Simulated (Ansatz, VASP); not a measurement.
## One calculation of MgO, two programs

```
CELL_PARAMETERS angstrom
3.30347 0.00000 0.00000
-1.65173 2.86089 0.00000
0.00000 0.00000 5.01939
ATOMIC_POSITIONS crystal
Mg 0.33333 0.66667 0.00366
Mg 0.66667 0.33333 0.50366
O 0.33333 0.66667 0.40094
O 0.66667 0.33333 0.90094
```

Alike in both runs: functional PBEsol; k mesh 9 × 9 × 6; occupations gaussian, width 0.02 eV; no spin polarisation.

Ansatz relaxed the structure, and its values are those at the end. VASP's run is a single point on that final structure, the one shown.

|  | VASP | Ansatz |
| --- | --- | --- |
| version | VASP 6.6.1 | Ansatz 0.2.0 |
| potentials or method | VASP PAW PBE potentials, release 64 (Mg, O), cutoff 520 eV | scalar-relativistic, plane waves, PAW |
| valence electrons in the cell | 16 | 32 |

|  | VASP | Ansatz | Ansatz less VASP |
| --- | --- | --- | --- |
| gap on the k mesh at the Fermi level (eV) | 3.35 | 3.36 | +0.005 |
| least direct gap on the mesh (eV) | 3.35 | 3.36 | +0.005 |
| pressure (GPa) | -0.3 | 0.0 | +0.31 |

VASP's potentials were made for PBE, not for PBEsol, and Ansatz warns of the same on its side. VASP's potentials hold 16 valence electrons a cell and Ansatz's 32, so a difference there can come from the potentials and not from the codes.
